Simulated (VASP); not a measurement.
# Nb (Im-3m) in VASP: notebook

Runs on Nb. Level: LDA. Tasks: single point.

Program: VASP 6.6.1. These are calculated values, not measurements. Logs are shortened: lines on timing, memory, paths and dates and some standing lists are left out, and cuts for length are marked.

## 1. The cell of the first run

The structure is cubic, space group Im-3m (No. 229). Conventional cell: a = 3.246 Å, b = 3.246 Å, c = 3.246 Å, α = 90.00°, β = 90.00°, γ = 90.00°. Within 3.7 Å of Nb (site symmetry m-3m) lie 14 Nb at 2.81 to 3.25 Å.

## 2. Single point, LDA

File INCAR:

```
SYSTEM = Nb
ALGO = Normal ; EDIFF = 1E-6
ENCUT = 520 ; ISIF = 2
ISMEAR = -1 ; LASPH = .TRUE.
LCHARG = .FALSE. ; LREAL = .FALSE.
LWAVE = .FALSE. ; NBANDS = 12
NELM = 60 ; PREC = Accurate
SIGMA = 0.2
```

File KPOINTS:

```
k-points
0
G
  14 14 14
  0 0 0
```

File POSCAR:

```
Nb
1.0
   -1.6231103068      1.6231103068      1.6231103068
    1.6231103068     -1.6231103068      1.6231103068
    1.6231103068      1.6231103068     -1.6231103068
Nb
1
Direct
    0.0000000000      0.0000000000      0.0000000000
```

Potentials or basis: VASP PAW LDA potentials, release 64 (Nb_sv).

Command:

```sh
$ cat potpaw_LDA.64/Nb_sv/POTCAR > POTCAR
$ mpirun -np 1 vasp_std > vasp.out
```

OUTCAR:

```text
SYSTEM = Nb
   EDIFF = 1E-6
   ENCUT = 520
   ISIF = 2
   ISMEAR = -1
   LASPH = .TRUE.
   LREAL = .FALSE.
   NELM = 60
   PREC = Accurate

 ion  position               nearest neighbor table
   1  0.000  0.000  0.000-

  LATTYP: Found a body centered cubic cell.
 ALAT       =     3.2462206136

  Lattice vectors:

 A1 = (  -1.6231103068,   1.6231103068,   1.6231103068)
 A2 = (   1.6231103068,  -1.6231103068,   1.6231103068)
 A3 = (   1.6231103068,   1.6231103068,  -1.6231103068)

Analysis of symmetry for initial positions (statically):
=====================================================================
 Subroutine PRICEL returns:
 Original cell was already a primitive cell.

 Routine SETGRP: Setting up the symmetry group for a
 body centered cubic supercell.

 Subroutine GETGRP returns: Found 48 space group operations
 (whereof 48 operations were pure point group operations)
 out of a pool of 48 trial point group operations.

The static configuration has the point symmetry O_h .

Analysis of symmetry for dynamics (positions and initial velocities):
=====================================================================
 Subroutine PRICEL returns:
 Original cell was already a primitive cell.

 Routine SETGRP: Setting up the symmetry group for a
 body centered cubic supercell.

 Subroutine GETGRP returns: Found 48 space group operations
 (whereof 48 operations were pure point group operations)
 out of a pool of 48 trial point group operations.

The dynamic configuration has the point symmetry O_h .

 Subroutine INISYM returns: Found 48 space group operations
 (whereof 48 operations are pure point group operations),
 and found     1 'primitive' translations

----------------------------------------------------------------------------------------

                                     Primitive cell

  volume of cell :      17.1043

  direct lattice vectors                    reciprocal lattice vectors
    -1.623110307  1.623110307  1.623110307     0.000000000  0.308050536  0.308050536
     1.623110307 -1.623110307  1.623110307     0.308050536  0.000000000  0.308050536
     1.623110307  1.623110307 -1.623110307     0.308050536  0.308050536  0.000000000

  length of vectors
     2.811309518  2.811309518  2.811309518     0.435649246  0.435649246  0.435649246

  position of ions in fractional coordinates (direct lattice)
     0.000000000  0.000000000  0.000000000

  ion indices of the primitive-cell ions
   primitive index   ion index
                 1           1

----------------------------------------------------------------------------------------

 KPOINTS: k-points

Automatic generation of k-mesh.
 Grid dimensions read from file:
 generate k-points for:   14   14   14

 Generating k-lattice:

  Cartesian coordinates                     Fractional coordinates (reciprocal lattice)
     0.000000000  0.022003610  0.022003610     0.071428571  0.000000000  0.000000000
     0.022003610  0.000000000  0.022003610     0.000000000  0.071428571  0.000000000
     0.022003610  0.022003610  0.000000000     0.000000000  0.000000000  0.071428571

  Length of vectors
     0.031117803  0.031117803  0.031117803

  Shift w.r.t. Gamma in fractional coordinates (k-lattice)
     0.000000000  0.000000000  0.000000000

 Subroutine IBZKPT returns following result:
 ===========================================

 Found    104 irreducible k-points:

 Following reciprocal coordinates:
            Coordinates               Weight
  0.000000  0.000000  0.000000      1.000000
  0.071429  0.000000  0.000000     12.000000
  0.142857  0.000000  0.000000     12.000000
  0.214286  0.000000  0.000000     12.000000
  0.285714  0.000000  0.000000     12.000000
  0.357143  0.000000  0.000000     12.000000
[... 16 lines left out ...]
  0.285714  0.285714  0.000000     24.000000
  0.357143  0.285714  0.000000     24.000000
 [... further k-points ...]
   k-points           NKPTS =    104   k-points in BZ     NKDIM =    104   number of bands    NBANDS=     12
   number of dos      NEDOS =    301   number of ions     NIONS =      1
   total plane-waves  NPLWV =  13824
   dimension x,y,z NGX =    24 NGY =   24 NGZ =   24
   dimension x,y,z NGXF=    48 NGYF=   48 NGZF=   48
   ions per type =               1
   NGX,Y,Z   is equivalent  to a cutoff of  14.19, 14.19, 14.19 a.u.
   NGXF,Y,Z  is equivalent  to a cutoff of  28.38, 28.38, 28.38 a.u.
 SYSTEM =  Nb
   PREC   = accura    normal or accurate (medium, high low for compatibility)
   ISTART =      0    job   : 0-new  1-cont  2-samecut
   ICHARG =      2    charge: 1-file 2-atom 10-const
   ISPIN  =      1    spin polarized calculation?
   LNONCOLLINEAR =      F non collinear calculations
   LSORBIT =      F    spin-orbit coupling
   LASPH  =      T    aspherical Exc in radial PAW
   ENCUT  =  520.0 eV  38.22 Ry    6.18 a.u.   5.23  5.23  5.23*2*pi/ulx,y,z
   NELM   =     60;   NELMIN=  2; NELMDL= -5     # of ELM steps
   EDIFF  = 0.1E-05   stopping-criterion for ELM
   LREAL  =      F    real-space projection
   EDIFFG = 0.1E-04   stopping-criterion for IOM
   NSW    =      0    number of steps for IOM
   IBRION =     -1    ionic relax: 0-MD 1-quasi-New 2-CG
   NFREE  =      0    steps in history (QN), initial steepest desc. (CG)
   ISIF   =      2    stress and relaxation
   ISYM   =      2    0-nonsym 1-usesym 2-fastsym
   POTIM  = 0.5000    time-step for ionic-motion
   TEBEG  =    0.0;   TEEND  =   0.0 temperature during run
   PSTRESS=    0.0 pullay stress
   NELECT =      13.0000    total number of electrons
   NUPDOWN=      -1.0000    fix difference up-down
   EMIN   =  10.00;   EMAX   =-10.00  energy-range for DOS
   EFERMI =   0.00;   METHOD = LEGACY
   ISMEAR =    -1;   SIGMA  =   0.20  broadening in eV -4-tet -1-fermi 0-gaus
   EFERMI_NEDOS =   21; number of points for ismear=-14 and -15
   IALGO  =     38    algorithm
   IMIX   =      4    mixing-type and parameters
     AMIX     =   0.40;   BMIX     =  1.00
     AMIX_MAG =   1.60;   BMIX_MAG =  1.00
  volume/ion in A,a.u.               =      17.10       115.43
  Fermi-wavevector in a.u.,A,eV,Ry     =   1.494014  2.823277 30.369251  2.232077
  Thomas-Fermi vector in A             =   2.606341
   LORBIT       =      0    0 simple, 1 ext, 2 COOP (PROOUT), +10 PAW based schemes
   GGA     = CA    functional components
   LHFCALC =     F    Hartree Fock is set to
   AEXX    =    0.0000 exact exchange contribution
   IVDW    =     0    specifies the selected vdW correction
   LEPSILON=     F    determine dielectric tensor
   LRPA    =     F    only Hartree local field effects (RPA)
 non-spin polarized calculation
  energy-cutoff  :      520.00
  volume of cell :       17.10
 maximum number of plane-waves:       474
 NGX is ok and might be reduce to    24
   NGX = 11   NGY = 11   NGZ = 11

 number of electron      13.0000001 magnetization

 Free energy of the ion-electron system (eV)
  ---------------------------------------------------
  ext. energy  EPLUGINS =         0.00000000
  ---------------------------------------------------
  free energy    TOTEN  =       -11.34135673 eV

  energy without entropy =      -11.17976133  energy(sigma->0) =      -11.26055903

 E-fermi :  11.8009     XC(G=0): -12.9826

 val. band max:       11.7894803538   @ k =   0.5000   0.5000   0.1429
 cond. band min:      11.8196415001   @ k =  -0.2143   0.2143   0.1429
 fundamental gap:      0.0301611463
 Fermi energy:        11.8008734309

 k-point     1 :       0.0000    0.0000    0.0000
  band No.  band energies     occupation
      1     -42.2744      2.00000
      2     -17.6009      2.00000
      3     -17.6009      2.00000
      4     -17.6009      2.00000
      5       5.7214      2.00000
      6      12.0544      0.43934
      7      12.0544      0.43934
      8      12.0544      0.43934
      9      15.1326      0.00000
     10      15.1326      0.00000
     11      26.1081      0.00000
     12      26.1081      0.00000

 k-point     2 :       0.0714    0.0000    0.0000
  band No.  band energies     occupation
      1     -42.2595      2.00000
      2     -17.6880      2.00000
      3     -17.6270      2.00000
      4     -17.6018      2.00000
      5       5.9457      2.00000
      6      11.9148      0.72268
      7      12.0205      0.50010
      8      12.2711      0.17397
      9      14.9181      0.00000
     10      15.1323      0.00000
     11      26.2967      0.00000
     12      26.4956      0.00000

 k-point     3 :       0.1429    0.0000    0.0000
  band No.  band energies     occupation
      1     -42.2175      2.00000
      2     -17.9275      2.00000
      3     -17.6995      2.00000
      4     -17.6042      2.00000
      5       6.5611      2.00000
      6      11.5492      1.55742
      7      11.8654      0.83998
      8      12.9074      0.00788
      9      14.5662      0.00000
     10      15.1499      0.00000
     11      26.6957      0.00000
     12      27.5976      0.00000
[... 286 lines left out ...]
 k-point    23 :       0.2857    0.2857    0.0000
  band No.  band energies     occupation
      1     -41.9380      2.00000
      2     -18.9033      2.00000
      3     -18.4749      2.00000
      4     -17.7949      2.00000
      5       9.2810      1.99999
      6      10.3571      1.99854
      7      11.4078      1.75427
      8      15.1459      0.00000
      9      16.0051      0.00000
     10      21.3284      0.00000
     11      23.1148      0.00000
     12      25.2942      0.00000

 k-point    24 :       0.3571    0.2857    0.0000
  band No.  band energies     occupation
      1     -41.9282      2.00000
      2     -18.8429      2.00000
      3     -18.5952      2.00000
      4     -17.8031      2.00000
      5       9.3230      1.99999
      6      10.5299      1.99653
      7      11.2505      1.88004
      8      15.3989      0.00000
      9      15.9327      0.00000
     10      22.5028      0.00000
     11      22.5135      0.00000
     12      24.3618      0.00000

 [... further k-points ...]
[... 5 lines left out ...]
  --------------------------------------------------------------------------------------
  -------------------------------------------------------------------------------------
  Total        0.1102707      0.1102707      0.1102707      0.0000000     -0.0000000      0.0000000
  in kB       10.3291974     10.3291974     10.3291974      0.0000000     -0.0000000      0.0000000
  external PRESSURE =      10.3291974 kB  Pullay stress =       0.0000000 kB

 VOLUME and BASIS-vectors are now :
 -----------------------------------------------------------------------------
  energy-cutoff  :      520.00
  volume of cell :       17.10
      direct lattice vectors                 reciprocal lattice vectors
    -1.623110307  1.623110307  1.623110307     0.000000000  0.308050536  0.308050536
     1.623110307 -1.623110307  1.623110307     0.308050536  0.000000000  0.308050536
     1.623110307  1.623110307 -1.623110307     0.308050536  0.308050536  0.000000000

 POSITION                                       TOTAL-FORCE (eV/Angst)
 -----------------------------------------------------------------------------------
      0.00000      0.00000      0.00000         0.000000      0.000000     -0.000000
 -----------------------------------------------------------------------------------
    total drift:                               -0.000000      0.000000      0.000000

  FREE ENERGIE OF THE ION-ELECTRON SYSTEM (eV)
  ---------------------------------------------------
  free  energy   TOTEN  =       -11.3413567315 eV

  energy  without entropy=      -11.1797613307  energy(sigma->0) =      -11.26055903
```

Run time: 24 s. Hardware: 1 thread of AMD EPYC 7R13, shared host; peak memory 0.11 GiB.

Results:

| Property | Result |
| --- | --- |
| Free energy | -11.3414 eV |
| Pressure | 1.0 GPa |

Levels at points of the mesh, in eV from the Fermi level:
| k point | band 2 | band 3 | band 4 | band 5 | band 6 | band 7 | band 8 | band 9 | band 10 | band 11 |
| --- | --- | --- | --- | --- | --- | --- | --- | --- | --- | --- |
| (0.00, 0.00, 0.00) | -29.40 | -29.40 | -29.40 | -6.08 | 0.25 | 0.25 | 0.25 | 3.33 | 3.33 | 14.31 |
| (0.50, 0.00, 0.00) | -31.02 | -29.91 | -29.42 | -4.02 | -1.91 | 2.54 | 3.40 | 4.12 | 6.76 | 11.74 |
| (0.50, 0.50, 0.50) | -30.50 | -30.50 | -30.50 | -4.12 | -4.12 | 5.91 | 5.91 | 5.91 | 9.46 | 9.46 |

## 3. Single point, LDA

File INCAR:

```
PREC = Accurate
ENCUT = 520
EDIFF = 1E-6
ISMEAR = -1
SIGMA = 0.3
LREAL = F
LASPH = T
NELM = 60
ALGO = Normal
ISIF = 2
LWAVE = F
LCHARG = F
GGA = CA
NBANDS = 12
```

File KPOINTS:

```
Automatic mesh
0
Gamma
  14 14 14
```

POSCAR is that of step 2.

Potentials or basis: VASP PAW LDA potentials, release 64 (Nb_sv).

Command:

```sh
$ cat potpaw_LDA.64/Nb_sv/POTCAR > POTCAR
$ mpirun -np 1 vasp_std > vasp.out
```

It took 26 s on 1 thread of AMD EPYC 7R13, shared host; peak memory 0.11 GiB.

It converged, with:

```yaml
Free_energy: -11.4359 eV
Pressure: 2.0 GPa
```

Levels at points of the mesh, in eV from the Fermi level:
```
           k point  band 3  band 4  band 5  band 6  band 7  band 8  band 9  band 10  band 11  band 12
(0.00, 0.00, 0.00)  -29.45  -29.45   -6.13    0.20    0.20    0.20    3.28     3.28    14.26    14.26
(0.50, 0.00, 0.00)  -29.95  -29.47   -4.07   -1.96    2.50    3.35    4.07     6.71    11.69    12.73
(0.50, 0.50, 0.50)  -30.55  -30.55   -4.17   -4.17    5.87    5.87    5.87     9.41     9.41     9.41
```

## 4. Single point, LDA

File INCAR:

```
ALGO = Normal ; EDIFF = 1E-7
ENCUT = 520 ; GGA = CA
ISIF = 2 ; ISMEAR = -1
LASPH = True ; LCHARG = False
LREAL = False ; LWAVE = False
NBANDS = 12 ; NELM = 80
PREC = Accurate ; SIGMA = 0.6
```

File KPOINTS:

```
k-points
0
Gamma
  14 14 14
```

POSCAR is that of step 3.

Command:

```sh
$ cat potpaw_LDA.64/Nb_sv/POTCAR > POTCAR
$ mpirun -np 1 vasp_std > vasp.out
```

Run time: 30 s. Hardware: 1 thread of AMD EPYC 7R13, shared host; peak memory 0.11 GiB.

It converged, with:

* Free energy: -11.8900 eV
* Pressure: 6.9 GPa

Levels at points of the mesh, in eV from the Fermi level:
```
           k point  band 4  band 5  band 6  band 7  band 8  band 9  band 10  band 11
(0.00, 0.00, 0.00)  -29.58   -6.29    0.05    0.05    0.05    3.14     3.14    14.09
(0.50, 0.00, 0.00)  -29.60   -4.23   -2.11    2.34    3.20    3.93     6.57    11.53
(0.50, 0.50, 0.50)  -30.68   -4.32   -4.32    5.72    5.72    5.72     9.25     9.25
```

## 5. Summary

```tsv
smearing	gap on the mesh (eV)	pressure (GPa)
fermi-dirac 0.2 eV	none	1.0
fermi-dirac 0.3 eV	none	2.0
fermi-dirac 0.6 eV	none	6.9
```

Alike in all rows: task single point; level LDA; potentials or basis VASP PAW LDA potentials, release 64 (Nb_sv); no spin polarisation; cell as given; k mesh 14 × 14 × 14; cutoff (eV) 520.

Every run on the cell as given and a fine mesh finds a metal.

Total energies depend on the potentials used, so only differences within one code and one set of settings carry meaning.
